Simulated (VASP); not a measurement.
# HfNb2CN2 (Cmmm) in VASP: notebook, part 2 of 2

VASP 6.6.1. The steps go on from the part before.

## Step 4: Relaxation of cell and atoms, PBE

This run uses another cell than the first one, of 13.37 Å³/atom.

INCAR

```
SYSTEM = HfNb2CN2
ALGO = Normal
EDIFF = 1E-6
EDIFFG = -0.04
ENCUT = 600
GGA = PE
IBRION = 2
ISIF = 3
ISMEAR = 0
LASPH = .True.
LCHARG = .False.
LREAL = .False.
LWAVE = .False.
NELM = 100
NSW = 90
PREC = Accurate
SIGMA = 0.1
```

KPOINTS

```
k-points
0
Gamma
  4 4 6
  0 0 0
```

POSCAR

```
HfNb2CN2
1.0
    2.7335552100     -4.7328658600      0.0000000000
    2.7335552100      4.7328658600      0.0000000000
    0.0000000000      0.0000000000      3.1013415000
Hf Nb C N
1 2 1 2
Direct
    0.5000000000      0.5000000000      0.0000000000
    0.1669560000      0.8330440000      0.0000000000
    0.8330440000      0.1669560000      0.0000000000
    0.0000000000      0.0000000000      0.5000000000
    0.0000000000      0.5000000000      0.5000000000
    0.5000000000      0.0000000000      0.5000000000
```

Potentials or basis: VASP PAW PBE potentials, release 64 (Hf_pv, Nb_sv, C, N).

Run with:

```
cat potpaw_PBE.64/Hf_pv/POTCAR potpaw_PBE.64/Nb_sv/POTCAR potpaw_PBE.64/C/POTCAR potpaw_PBE.64/N/POTCAR > POTCAR
mpirun -np 1 vasp_std > vasp.out
```

OUTCAR:

```text
SYSTEM = HfNb2CN2
   EDIFF = 1E-6
   EDIFFG = -0.04
   ENCUT = 600
   GGA = PE
   IBRION = 2
   ISIF = 3
   ISMEAR = 0
   LASPH = .True.
   LREAL = .False.
   NELM = 100
   NSW = 90
   PREC = Accurate

 ion  position               nearest neighbor table
   1  0.500  0.500  0.000-   2 3.15   3 3.15   2 3.16   3 3.16   2 3.16   3 3.16
   2  0.167  0.833  0.000-   5 2.21   6 2.21   5 2.21   6 2.21   4 2.21   4 2.21   1 3.15   1 3.16
                             1 3.16
   3  0.833  0.167  0.000-   5 2.21   6 2.21   5 2.21   6 2.21   4 2.21   4 2.21   1 3.15   1 3.16
                             1 3.16
   4  0.000  0.000  0.500-   2 2.21   3 2.21   2 2.21   3 2.21
   5  0.000  0.500  0.500-   2 2.21   3 2.21   2 2.21   3 2.21
   6  0.500  0.000  0.500-   2 2.21   3 2.21   2 2.21   3 2.21

  LATTYP: Found a base centered orthorhombic cell.
 ALAT       =     5.4671104200
 B/A-ratio  =     1.7313957453
 C/A-ratio  =     0.5672725191

  Lattice vectors:

 A1 = (   2.7335552100,  -4.7328658600,   0.0000000000)
 A2 = (   2.7335552100,   4.7328658600,   0.0000000000)
 A3 = (   0.0000000000,   0.0000000000,   3.1013415000)

Analysis of symmetry for initial positions (statically):
=====================================================================
 Subroutine PRICEL returns:
 Original cell was already a primitive cell.

 Routine SETGRP: Setting up the symmetry group for a
 base centered orthorhombic supercell.

 Subroutine GETGRP returns: Found  8 space group operations
 (whereof  8 operations were pure point group operations)
 out of a pool of  8 trial point group operations.

The static configuration has the point symmetry D_2h.

Analysis of symmetry for dynamics (positions and initial velocities):
=====================================================================
 Subroutine PRICEL returns:
 Original cell was already a primitive cell.

 Routine SETGRP: Setting up the symmetry group for a
 base centered orthorhombic supercell.

 Subroutine GETGRP returns: Found  8 space group operations
[... 150 lines left out ...]

--------------------------------------- Ionic step        1  -------------------------------------------

 number of electron      50.0000000 magnetization

 Free energy of the ion-electron system (eV)
  ---------------------------------------------------
  ext. energy  EPLUGINS =         0.00000000
  ---------------------------------------------------
  free energy    TOTEN  =       -56.80913304 eV

  energy without entropy =      -56.79059476  energy(sigma->0) =      -56.79986390

------------------------ aborting loop because EDIFF is reached ----------------------------------------

  FORCE on cell =-STRESS in cart. coord.  units (eV):
  Direction    XX          YY          ZZ          XY          YZ          ZX
  --------------------------------------------------------------------------------------
  -------------------------------------------------------------------------------------
  Total       -3.6324137      0.4084968    -16.6696780      0.0000000      0.0000000      0.0000000
  in kB      -72.5227481      8.1558192   -332.8175060      0.0000000      0.0000000      0.0000000
  external PRESSURE =    -132.3948116 kB  Pullay stress =       0.0000000 kB
[... 27 lines left out ...]
--------------------------------------- Ionic step        2  -------------------------------------------

 number of electron      50.0000000 magnetization

 E-fermi :  10.8298     XC(G=0): -12.8585

 val. band max:       10.8162479468   @ k =   0.0000   0.0000   0.1667
 cond. band min:      10.8358521244   @ k =   0.5000   0.0000   0.1667
 fundamental gap:      0.0196041776
 Fermi energy:        10.8298036885

 k-point     1 :       0.0000    0.0000    0.0000
  band No.  band energies     occupation
      1     -44.6237      2.00000
      2     -44.5435      2.00000
      3     -21.3309      2.00000
      4     -21.0833      2.00000
      5     -20.8730      2.00000
      6     -20.8243      2.00000
[... 856 lines left out ...]
  FREE ENERGIE OF THE ION-ELECTRON SYSTEM (eV)
  ---------------------------------------------------
  free  energy   TOTEN  =       -57.3712096282 eV

  energy  without entropy=      -57.3582865996  energy(sigma->0) =      -57.36474811

[... ionic steps 4 to 9 ...]

--------------------------------------- Ionic step       10  -------------------------------------------

 number of electron      50.0000000 magnetization

------------------------ aborting loop because EDIFF is reached ----------------------------------------
[... 75 lines left out ...]
--------------------------------------- Ionic step       12  -------------------------------------------

 number of electron      50.0000000 magnetization

 Free energy of the ion-electron system (eV)
  ---------------------------------------------------
  ext. energy  EPLUGINS =         0.00000000
  ---------------------------------------------------
  free energy    TOTEN  =       -57.48474846 eV

  energy without entropy =      -57.47041329  energy(sigma->0) =      -57.47758087

 E-fermi :   9.4523     XC(G=0): -12.2815

 val. band max:        9.4422693007   @ k =   0.5000   0.2500   0.0000
 cond. band min:       9.4732337711   @ k =   0.5000   0.5000   0.3333
 fundamental gap:      0.0309644704
 Fermi energy:         9.4523313038

 k-point     1 :       0.0000    0.0000    0.0000
  band No.  band energies     occupation
      1     -46.3467      2.00000
      2     -46.2867      2.00000
      3     -22.7866      2.00000
      4     -22.6118      2.00000
      5     -22.4556      2.00000
      6     -22.4091      2.00000
[... 816 lines left out ...]
  FREE ENERGIE OF THE ION-ELECTRON SYSTEM (eV)
  ---------------------------------------------------
  free  energy   TOTEN  =       -57.4847484623 eV

  energy  without entropy=      -57.4704132855  energy(sigma->0) =      -57.47758087

 reached required accuracy - stopping structural energy minimisation
```

Wall time 9 min (1 thread of AMD EPYC 9R45 (Zen 5), shared host); peak memory 0.28 GiB.

Results:

```
Free energy                           : -57.4847 eV
Relaxed volume                        : 12.67 Å³/atom
Relaxed cell                          : a = 5.631 Å, b = 5.631 Å, c = 2.912 Å, α = 90.00°, β = 90.00°, γ = 124.57°
Space group after relaxing (to 0.1 Å) : Cmmm (No. 65)
Energy gained by relaxing             : 112.6 meV/atom
Ionic steps                           : 12
Pressure after relaxing               : 0.2 GPa
Largest force after relaxing          : 0.017 eV/Å
Band gap on the k mesh                : zero (bands 25 and 26 overlap by 1.23 eV)
```

Forces on the atoms (eV/Å):
```
Hf   0.000  0.000  0.000
Nb   0.000  0.017  0.000
Nb   0.000 -0.017  0.000
C    0.000  0.000  0.000
N    0.000  0.000  0.000
N    0.000  0.000  0.000
```

Stress tensor (GPa, compression positive):
```
0.33 0.00 0.00
0.00 0.07 0.00
0.00 0.00 0.13
```

Step by step:
```tsv
step	energy change (eV)	largest force (eV/Å)	pressure (GPa)	volume (Å³)
1	0.0000	0.3342	-13.24	80.25
2	0.6949	0.0492	40.46	67.68
3	-0.5621	0.3325	2.66	74.97
4	-0.5644	0.3320	3.69	74.69
5	-0.6418	0.0778	-1.02	76.71
6	-0.6428	0.0284	-0.62	76.51
7	-0.6617	0.2175	-0.33	76.33
8	-0.6692	0.3485	0.14	76.06
9	-0.6753	0.0063	-0.22	76.11
10	-0.6753	0.0289	-0.20	76.10
11	-0.6752	0.0021	0.55	75.92
12	-0.6756	0.0172	0.18	76.02
```

Final structure:
```xyz
6
Lattice="2.6185 -4.9847 0.0000 2.6185 4.9847 0.0000 0.0000 0.0000 2.9120" Properties=species:S:1:pos:R:3 pbc="T T T"
Hf    2.6185    0.0000    0.0000
Nb    2.6185    3.3134    0.0000
Nb    2.6185   -3.3134    0.0000
C     0.0000    0.0000    1.4560
N     1.3093    2.4923    1.4560
N     1.3093   -2.4923    1.4560
```

Caveat: spin-orbit coupling is left out, which moves the levels of the heavy elements.

## Step 5: Single point, PBE

This run uses another cell than the first one, of 12.69 Å³/atom.

INCAR

```
SYSTEM = HfNb2CN2
PREC     = Accurate       ! precision mode
ENCUT    = 520            ! plane-wave cutoff, eV
EDIFF    = 1E-7           ! SCF threshold, eV
ISMEAR   = 0              ! smearing method
SIGMA    = 0.1            ! smearing width, eV
LREAL    = .FALSE.        ! projectors in reciprocal space
LASPH    = .TRUE.         ! aspherical terms in the spheres
NELM     = 100            ! most SCF steps
ALGO     = Normal         ! electronic algorithm
ISIF     = 2              ! what is computed and relaxed
LWAVE    = .FALSE.        ! write WAVECAR
LCHARG   = .TRUE.         ! write CHGCAR
GGA      = PE             ! functional
LELF     = .TRUE.         ! ELF
LVHAR    = .TRUE.       
NBANDS   = 34             ! bands
```

KPOINTS

```
Automatic mesh
0
G
  8 8 12
  0 0 0
```

POSCAR

```
HfNb2CN2
1.0
    2.6236656006     -4.9778290817      0.0000000000
    2.6236656006      4.9778290817      0.0000000000
    0.0000000000      0.0000000000      2.9158947512
Hf Nb C N
1 2 1 2
Direct
    0.5000000000      0.5000000000      0.0000000000
    0.1676065243      0.8323934757      0.0000000000
    0.8323934757      0.1676065243      0.0000000000
    0.0000000000      0.0000000000      0.5000000000
    0.0000000000      0.5000000000      0.5000000000
    0.5000000000      0.0000000000      0.5000000000
```

Run with:

```
cat potpaw_PBE.64/Hf_pv/POTCAR potpaw_PBE.64/Nb_sv/POTCAR potpaw_PBE.64/C/POTCAR potpaw_PBE.64/N/POTCAR > POTCAR
mpirun -np 1 vasp_std > vasp.out
```

It took 4.9 min on 1 thread of AMD EPYC 9R45 (Zen 5), shared host; peak memory 0.44 GiB.

The run converged. Its results:

* Free energy: -57.4148 eV
* Pressure: -0.6 GPa
* Band gap on the k mesh: zero (bands 25 and 26 overlap by 1.22 eV)

Stress tensor (GPa, compression positive):
```
-0.64  0.00  0.00
 0.00 -0.51  0.00
 0.00  0.00 -0.65
```

Levels at points of the mesh, in eV from the Fermi level:
```tsv
k point	band 21	band 22	band 23	band 24	band 25	band 26	band 27	band 28	band 29	band 30
(0.00, 0.00, 0.00)	-2.53	-2.39	-1.31	-1.15	-0.97	-0.68	0.14	1.25	1.35	1.37
(0.50, 0.00, 0.00)	-4.04	-1.98	-1.74	-1.41	-1.27	-0.55	0.95	1.74	2.10	2.76
(0.50, 0.50, 0.00)	-3.63	-2.31	-2.08	-2.05	-0.94	-0.28	1.40	1.66	1.73	2.33
(0.00, 0.00, 0.50)	-2.59	-2.15	-1.12	-0.49	-0.43	0.36	1.22	1.39	1.59	3.09
(0.50, 0.00, 0.50)	-3.76	-2.32	-2.26	-0.62	-0.57	0.05	0.77	0.89	1.21	1.79
(0.50, 0.50, 0.50)	-3.32	-3.25	-2.44	-1.26	-0.72	-0.28	1.24	1.82	2.39	2.65
```

Caveat: spin-orbit coupling is left out, which moves the levels of the heavy elements.

## Step 6: Summary

```tsv
task	cell	k mesh	cutoff (eV)	gap on the mesh (eV)	pressure (GPa)	largest force (eV/Å)
single point	a = 5.635, b = 5.635, c = 2.913 Å, angles 90.0, 90.0, 124.4°, 6 atoms, atomic positions A	4 × 4 × 6	520	none	-0.7	0.03
single point	a = 5.466, b = 5.466, c = 3.101 Å, angles 90.0, 90.0, 120.0°, 6 atoms, atomic positions B	4 × 4 × 6	520	none	-13.1	0.33
relaxation of cell and atoms	relaxed from a = 5.466, b = 5.466, c = 3.101 Å, angles 90.0, 90.0, 120.0°, 6 atoms, atomic positions B	4 × 4 × 6	600	none	0.2	0.02
single point	a = 5.627, b = 5.627, c = 2.916 Å, angles 90.0, 90.0, 124.4°, 6 atoms, atomic positions C	8 × 8 × 12	520	none	-0.6	-
```

Alike in all rows: level PBE; potentials or basis VASP PAW PBE potentials, release 64 (Hf_pv, Nb_sv, C, N); no spin polarisation; smearing gaussian 0.1 eV.

Caveats: spin-orbit coupling is left out, which moves the levels of the heavy elements; the stress differs along the axes, from -33 to 1 GPa (at least some runs).

Total energies depend on the potentials used, so only differences within one code and one set of settings carry meaning.

The gap in the log of VASP goes by the Fermi energy; the results here count the filled bands.